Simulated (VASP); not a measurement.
SnSe2:

```xyz
3
Lattice="3.8110 0.0000 0.0000 -1.9055 3.3004 0.0000 0.0000 0.0000 6.1360" Properties=species:S:1:pos:R:3 pbc="T T T"
Sn    0.0000    0.0000    0.0000
Se    1.9055    1.1001    4.6081
Se    0.0000    2.2003    1.5279
```

| Item | Value |
| --- | --- |
| Program | VASP 6.6.1 |
| Task | relaxation of cell and atoms |
| Functional | r2SCAN |
| Dispersion | D4 |
| Potentials or basis | VASP PAW PBE potentials, release 64 (Sn_d, Se) |
| Cutoff | 600 eV |
| k mesh | 8 × 8 × 5 |
| Occupations | fermi-dirac, width 0.05 eV |
| Spin | no spin polarisation |

At the start: pressure 2.9 GPa; volume 25.73 Å³/atom.

Where does the relaxation end?

Over 6 steps the energy falls by 10.8 meV/atom and the volume is 26.49 Å³/atom (+3.0 %); space group P-3m1 (No. 164, to 0.1 Å) before and after.

Step by step:
| step | energy change (eV) | largest force (eV/Å) | pressure (GPa) | volume (Å³) |
| --- | --- | --- | --- | --- |
| 1 | 0.0000 | 0.5383 | 2.86 | 77.18 |
| 2 | -0.0044 | 0.3809 | -2.57 | 82.41 |
| 3 | -0.0311 | 0.0373 | -0.17 | 79.82 |
| 4 | -0.0311 | 0.0467 | -0.11 | 79.77 |
| 5 | -0.0322 | 0.0131 | -0.02 | 79.58 |
| 6 | -0.0324 | 0.0069 | 0.04 | 79.48 |

Final structure:
```
Sn Se
1.0
     3.83030    0.00000    0.00000
    -1.91515    3.31714    0.00000
     0.00000    0.00000    6.25523
Sn Se
1 2
Direct
  0.00000 0.00000 0.00000
  0.66667 0.33333 0.74829
  0.33333 0.66667 0.25171
```

Caveat: the PAW data sets were made with another functional, which shifts forces and pressure a little.
